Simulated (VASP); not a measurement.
Here is a VASP 6.6.1 calculation.

INCAR

```
PREC = Accurate ; ENCUT = 520
EDIFF = 1E-7 ; ISMEAR = -1
SIGMA = 0.1 ; LREAL = False
LASPH = True ; NELM = 80
ALGO = Normal ; ISIF = 2
LWAVE = False ; LCHARG = False
GGA = PE ; NBANDS = 14
```

The input KPOINTS:

```
regular mesh
0
Gamma
  15 15 15
```

The input POSCAR:

```
SiNi
1.0
    2.7807780586      0.0000000000      0.0000000000
    0.0000000000      2.7807780586      0.0000000000
    0.0000000000      0.0000000000      2.7807780586
Ni Si
1 1
Direct
    0.0000000000      0.0000000000      0.0000000000
    0.5000000000      0.5000000000      0.5000000000
```

Potentials or basis: VASP PAW PBE potentials, release 64 (Ni, Si).

Command:

```bash
$ cat potpaw_PBE.64/Ni/POTCAR potpaw_PBE.64/Si/POTCAR > POTCAR
$ mpirun -np 1 vasp_std > vasp.out
```

Task: Estimate the pressure.

Result: 12.3 GPa.

Task: What does it give for the band gap on the k mesh?

Result: Zero (band 7 reaches 15.47 eV, above the bottom of band 8 at 12.16 eV).

 Spin polarisation is off, so any magnetic state and its effect on volume and gap are missing.
